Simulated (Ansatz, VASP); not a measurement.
AlNi3 in VASP and in Ansatz

```
Ni Al
1.0
     3.54639    0.00000    0.00000
     0.00000    3.54639    0.00000
     0.00000    0.00000    3.54639
Ni Al
3 1
Direct
  0.50000 0.50000 0.00000
  0.50000 0.00000 0.50000
  0.00000 0.50000 0.50000
  0.00000 0.00000 0.00000
```

Alike in both runs: task single point; functional LDA; k mesh 8 × 8 × 8; occupations fermi-dirac, width 0.05 eV; collinear spin.

|  | VASP | Ansatz |
| --- | --- | --- |
| version | VASP 6.6.1 | Ansatz 0.2.0 |
| potentials or method | VASP PAW LDA potentials, release 64 (Ni, Al) | Ansatz PAW |
| plane-wave cutoff (eV) | 520 | 420 |
| valence electrons in the cell | 33 | 57 |

|  | VASP | Ansatz | Ansatz less VASP |
| --- | --- | --- | --- |
| gap on the k mesh at the Fermi level (eV) | none | none | - |
| pressure (GPa) | -10.7 | -10.9 | -0.27 |
| net moment per atom (μB) | 0.10 | 0.13 | +0.027 |
| size of the moment on the site where the two differ most (μB) | 0.14 | 0.19 | +0.044 |

LDA's correlation is that of Perdew and Zunger in VASP and of Perdew and Wang (1992) in Ansatz. Site moments also hang on the region over which each program counts them. A gap of «none» marks a metal or a gap that the smearing closes. VASP's potentials hold 33 valence electrons a cell and Ansatz's 57, so a difference there can come from the potentials and not from the codes.
